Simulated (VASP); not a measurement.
# Al (P1) in VASP: notebook, part 2 of 2

VASP 6.6.1. The steps go on from the part before.

**3. Single point, PBEsol**

INCAR

```
SYSTEM = Al
PREC     = Accurate       ! precision mode
ENCUT    = 520            ! plane-wave cutoff, eV
EDIFF    = 1E-6           ! SCF threshold, eV
ISMEAR   = -1             ! smearing method
SIGMA    = 0.05           ! smearing width, eV
LREAL    = Auto         
LASPH    = .TRUE.         ! aspherical terms in the spheres
NELM     = 60             ! most SCF steps
ALGO     = Normal         ! electronic algorithm
ISIF     = 2              ! what is computed and relaxed
LWAVE    = .FALSE.        ! write WAVECAR
LCHARG   = .TRUE.         ! write CHGCAR
GGA      = PS             ! functional
LELF     = .TRUE.         ! ELF
LVHAR    = .TRUE.       
NBANDS   = 42             ! bands
```

KPOINTS

```
Automatic mesh
0
G
  3 3 3
  0 0 0
```

POSCAR

```
Al
1.0
   -4.2186830272      2.4356577814     -4.8668500000
    4.2186830273      2.4356577814     -4.8668500000
   -0.0000000001     -4.8713155628     -4.8668500000
Al
18
Direct
    0.9649660440      0.9825189153      0.3027769144
    0.2990492609      1.0032761442      0.9699572828
    0.6441311254      0.3024455827      0.3022635068
    0.3218103698      0.6526102880      0.3084573845
    0.9767560510      0.3422189259      0.9651710314
    0.6417424528      0.9864886664      0.6262184734
    0.3297477796      0.3157021640      0.6530499075
    0.6490985076      0.6687093671      0.9450677019
    0.9965030117      0.6807739106      0.6583216682
    0.3731778894      0.0386286969      0.3752721196
    0.6912967703      0.0740731052      0.0110783406
    0.0272241572      0.3646036168      0.3850285088
    0.6776378506      0.6938893679      0.3545321423
    0.3344702733      0.4142295247      0.0383156227
    0.0149749678      0.0589204358      0.7001937917
    0.6916890056      0.4031252543      0.6849422560
    0.0132355168      0.7353554249      0.0425873359
    0.3670499634      0.7268667570      0.7088384498
```

Potentials or basis: VASP PAW PBE potentials, release 64 (Al).

Started as:

```sh
cat potpaw_PBE.64/Al/POTCAR > POTCAR
mpirun -np 1 vasp_std > vasp.out
```

Run time: 6.6 min. Hardware: 1 thread of Intel Xeon Platinum 8488C (Sapphire Rapids), shared host; peak memory 0.4 GiB.

It converged, with:

| Property | Result |
| --- | --- |
| Free energy | -72.2251 eV |
| Pressure | 0.4 GPa |
| Largest force | 0.825 eV/Å |
| Band gap on the k mesh | zero (bands 27 and 28 overlap by 0.79 eV) |

Forces on the atoms (eV/Å):
```
Al  -0.196  0.127 -0.354
Al  -0.214 -0.407 -0.367
Al   0.472  0.320 -0.180
Al   0.425 -0.208  0.267
Al  -0.069 -0.269  0.004
Al  -0.159 -0.106 -0.344
Al   0.689  0.260  0.104
Al   0.086 -0.713 -0.406
Al  -0.316  0.282  0.629
Al   0.446  0.370  0.526
Al   0.147 -0.443  0.332
Al   0.185  0.684 -0.096
Al  -0.109  0.585 -0.428
Al  -0.715 -0.139  0.086
Al  -0.219  0.093 -0.254
Al  -0.341 -0.393 -0.055
Al  -0.214 -0.081  0.167
Al   0.102  0.037  0.367
```

Stress tensor (GPa, compression positive):
```
 0.97  0.63  0.40
 0.63  1.52 -0.19
 0.40 -0.19 -1.41
```

Levels at points of the mesh, in eV from the Fermi level:
| k point | band 24 | band 25 | band 26 | band 27 | band 28 | band 29 | band 30 | band 31 |
| --- | --- | --- | --- | --- | --- | --- | --- | --- |
| (0.00, 0.00, 0.00) | 0.16 | 0.22 | 0.33 | 0.38 | 1.57 | 1.63 | 1.68 | 1.76 |

Caveat: the atoms stand as in a frame of molecular dynamics; the PAW data sets were made with another functional, which shifts forces and pressure a little.

**4. Single point, PBEsol**

INCAR

```
PREC = Accurate ; ENCUT = 520
EDIFF = 1E-6 ; ISMEAR = -1
SIGMA = 0.05 ; LREAL = Auto
LASPH = T ; NELM = 80
ALGO = Normal ; ISIF = 2
LWAVE = F ; LCHARG = F
GGA = PS ; NBANDS = 42
```

KPOINTS

```
regular mesh
0
Gamma
  3 3 3
```

POSCAR

```
Al
1.0
   -4.2186830272      2.4356577814     -4.8668500000
    4.2186830273      2.4356577814     -4.8668500000
   -0.0000000001     -4.8713155628     -4.8668500000
Al
18
Direct
    0.9713684436      1.0370221081      0.3138758012
    0.2944542064      1.0038601941      0.9680778245
    0.6446530356      0.3720677305      0.3263432280
    0.2739286672      0.7020143964      0.3369825453
    0.9898763867      0.3605105437      0.9808544270
    0.6276943630      1.0256372730      0.6315300302
    0.3181197995      0.3796309390      0.6691648229
    0.6308200658      0.6744497954      0.9921074979
    0.9449210465      0.6774643562      0.6547949090
    0.3566423301      0.1127847107      0.3414167288
    0.7040218614      0.0717709948      0.0462133697
    0.0322543154      0.4219361164      0.3827429029
    0.6863349687      0.7460775467      0.3727503723
    0.3676416064      0.4079032233      0.0416864390
    0.0261723385      0.0678974453      0.6850935354
    0.6976053917      0.4038039868      0.7064186828
    0.0288047662      0.7388656977      0.0332625831
    0.3726913844      0.7659887687      0.6836044868
```

Potentials or basis: VASP PAW PBE potentials, release 64 (Al).

Started as:

```sh
cat potpaw_PBE.64/Al/POTCAR > POTCAR
mpirun -np 1 vasp_std > vasp.out
```

OUTCAR:

```text
PREC = Accurate
   ENCUT = 520
   EDIFF = 1E-6
   ISMEAR = -1
   LREAL = Auto
   LASPH = T
   NELM = 80
   ISIF = 2
   GGA = PS

 ion  position               nearest neighbor table
   1  0.971  0.037  0.314-   4 2.70  15 2.74   5 2.77   3 2.79   6 2.80   2 2.84  11 2.85  10 2.89
                            12 2.95   9 2.96  13 3.03  17 3.05
   2  0.294  0.004  0.968-  18 2.73  17 2.78   5 2.81   8 2.81   6 2.83   1 2.84   4 2.85   7 2.89
                            15 2.89  10 3.00  14 3.13  11 3.16
   3  0.645  0.372  0.326-   8 2.69   6 2.76  13 2.76   1 2.79  16 2.80   7 2.83  12 2.90   5 2.91
                            10 2.95   4 2.96  14 2.99  11 3.06
   4  0.274  0.702  0.337-   1 2.70   9 2.74  12 2.76   7 2.78  18 2.80   2 2.85  17 2.93   3 2.96
[... 839 lines left out ...]
  external PRESSURE =       1.7167311 kB  Pullay stress =       0.0000000 kB

 VOLUME and BASIS-vectors are now :
 -----------------------------------------------------------------------------
  energy-cutoff  :      520.00
  volume of cell :      300.05
      direct lattice vectors                 reciprocal lattice vectors
    -4.218683027  2.435657781 -4.866850000    -0.118520400  0.068427785 -0.068490571
     4.218683027  2.435657781 -4.866850000     0.118520400  0.068427785 -0.068490571
    -0.000000000 -4.871315563 -4.866850000     0.000000000 -0.136855570 -0.068490571

 POSITION                                       TOTAL-FORCE (eV/Angst)
 -----------------------------------------------------------------------------------
     -3.94171      0.92711     -6.43527         0.067543      0.068045      0.310618
     -1.22592     -3.98922     -6.16334         0.081509      0.078978     -0.475965
     -1.14995      0.88666     -6.53649        -0.001880      0.002604      0.327857
      1.80596      0.73551     -6.38981        -0.438023      0.517831     -0.091989
     -2.65509     -1.48897    -11.34580         0.048622     -0.358986      0.273933
     -2.53989     -1.48509     -6.25323        -0.007016     -0.151223     -0.402268
[... 10 lines left out ...]
      2.99552      1.70775     -3.89802         0.109383      0.043119      0.070894
      1.65920     -0.55662     -8.86879         0.080258     -0.558917      0.267555
 -----------------------------------------------------------------------------------
    total drift:                               -0.011957     -0.002046      0.001690

  FREE ENERGIE OF THE ION-ELECTRON SYSTEM (eV)
  ---------------------------------------------------
  free  energy   TOTEN  =       -72.3093459086 eV

  energy  without entropy=      -72.2020359802  energy(sigma->0) =      -72.25569094
```

It took 6.1 min on 1 thread of Intel Xeon Platinum 8488C (Sapphire Rapids), shared host; peak memory 0.4 GiB.

Results:

| Item | Value |
| --- | --- |
| Free energy | -72.3093 eV |
| Pressure | 0.2 GPa |
| Largest force | 1.189 eV/Å |
| Band gap on the k mesh | zero (bands 27 and 28 overlap by 0.75 eV) |

Forces in eV/Å, atoms in the order of the input:
```
Al   0.068  0.068  0.311
Al   0.082  0.079 -0.476
Al  -0.002  0.003  0.328
Al  -0.438  0.518 -0.092
Al   0.049 -0.359  0.274
Al  -0.007 -0.151 -0.402
Al  -0.066  0.086  0.670
Al   0.284  0.191 -0.186
Al   0.139  0.189 -0.579
Al  -0.718 -0.948 -0.022
Al   0.053  0.324  0.185
Al   0.041  0.067  0.268
Al  -0.008  0.444  0.067
Al   0.361  0.577 -0.281
Al   0.113 -0.331 -0.253
Al  -0.139 -0.239 -0.149
Al   0.109  0.043  0.071
Al   0.080 -0.559  0.268
```

Stress tensor (GPa, compression positive):
```
 0.70  0.06 -0.18
 0.06  1.23  0.09
-0.18  0.09 -1.42
```

Levels at points of the mesh, in eV from the Fermi level:
```csv
k point,band 23,band 24,band 25,band 26,band 27,band 28,band 29,band 30,band 31,band 32
"(0.00, 0.00, 0.00)",0.08,0.15,0.25,0.27,0.36,1.59,1.66,1.76,1.86,1.88
```

Caveat: the atoms stand as in a frame of molecular dynamics; the PAW data sets were made with another functional, which shifts forces and pressure a little.

**5. Overview**

| cell | gap on the mesh (eV) | pressure (GPa) | largest force (eV/Å) |
| --- | --- | --- | --- |
| as given, atomic positions A | none | 0.1 | 1.17 |
| as given, atomic positions B | none | 0.4 | 0.82 |
| as given, atomic positions C | none | 0.2 | 1.19 |

Alike in all rows: task single point; level PBEsol; potentials or basis VASP PAW PBE potentials, release 64 (Al); no spin polarisation; k mesh 3 × 3 × 3; cutoff (eV) 520; smearing fermi-dirac 0.05 eV.

Caveats: the atoms stand as in a frame of molecular dynamics; the PAW data sets were made with another functional, which shifts forces and pressure a little.

Total energies depend on the potentials used, so only differences within one code and one set of settings carry meaning.
